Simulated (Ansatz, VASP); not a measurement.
## Ni in VASP and in Ansatz

INCAR

```
PREC     = Accurate       # precision mode
ENCUT    = 520            # plane-wave cutoff, eV
EDIFF    = 1E-6           # SCF threshold, eV
ISMEAR   = 0              # smearing method
SIGMA    = 0.15           # smearing width, eV
LREAL    = False          # projectors in reciprocal space
LASPH    = True           # aspherical terms in the spheres
NELM     = 150            # most SCF steps
ALGO     = Fast           # electronic algorithm
ISIF     = 2              # what is computed and relaxed
LWAVE    = False          # write WAVECAR
LCHARG   = False          # write CHGCAR
ISPIN    = 2              # spin polarisation
MAGMOM   = 0.81           # initial moments
LORBIT   = 11             # projections on sites
LMAXMIX  = 4              # l up to which the mixer works
GGA      = PS             # functional
NBANDS   = 15             # bands
```

The input KPOINTS:

```
regular mesh
0
Gamma
  22 22 22
```

File POSCAR:

```
Ni
1.0
    0.0000000000      1.6265140000      1.9093860000
    1.6265140000      0.0000000000      1.9093860000
    1.6265140000      1.6265140000      0.0000000000
Ni
1
Direct
    0.0000000000      0.0000000000      0.0000000000
```

Input for Ansatz:

```yaml
crystal:
  lattice:
    - [0.0, 1.626514, 1.909386]
    - [1.626514, 0.0, 1.909386]
    - [1.626514, 1.626514, 0.0]
  atoms:
    - { symbol: Ni, position: [0.0, 0.0, 0.0], spin: 0.81 }
basis:
  ecutwfc: 420
kpoints:
  mp_grid: { grid: [22, 22, 22] }
hamiltonian:
  xc: pbesol
scf:
  occupations: { method: gaussian, width: 0.15 }
output:
  forces: true
  stress: true
  eigenvalues: true
  populations: true
magnetization:
  spin_polarized: true
```

Change from the starting cell: strain -0.080 along x and y, +0.080 along z, atoms carried along.

Alike in both runs: task single point; functional PBEsol; k mesh 22 × 22 × 22; occupations gaussian, width 0.15 eV; collinear spin.

|  | VASP | Ansatz |
| --- | --- | --- |
| version | VASP 6.6.1 | Ansatz 0.2.0 |
| potentials or method | VASP PAW PBE potentials, release 64 (Ni), cutoff 520 eV | scalar-relativistic, plane waves, PAW |
| valence electrons in the cell | 10 | 18 |

```csv
,VASP,Ansatz,Ansatz less VASP
gap on the k mesh at the Fermi level (eV),none,none,-
pressure (GPa),9.2,9.4,+0.20
"traceless stress, the component that is largest in VASP (GPa)",-19.74,-20.31,-0.575
net moment per atom (μB),0.56,0.57,+0.011
size of the moment on the site where the two differ most (μB),0.56,0.60,+0.038
```

VASP's potentials were made for PBE, not for PBEsol. Site moments also hang on the region over which each program counts them. A gap of «none» marks a metal or a gap that the smearing closes. VASP's potentials hold 10 valence electrons a cell and Ansatz's 18, so a difference there can come from the potentials and not from the codes.
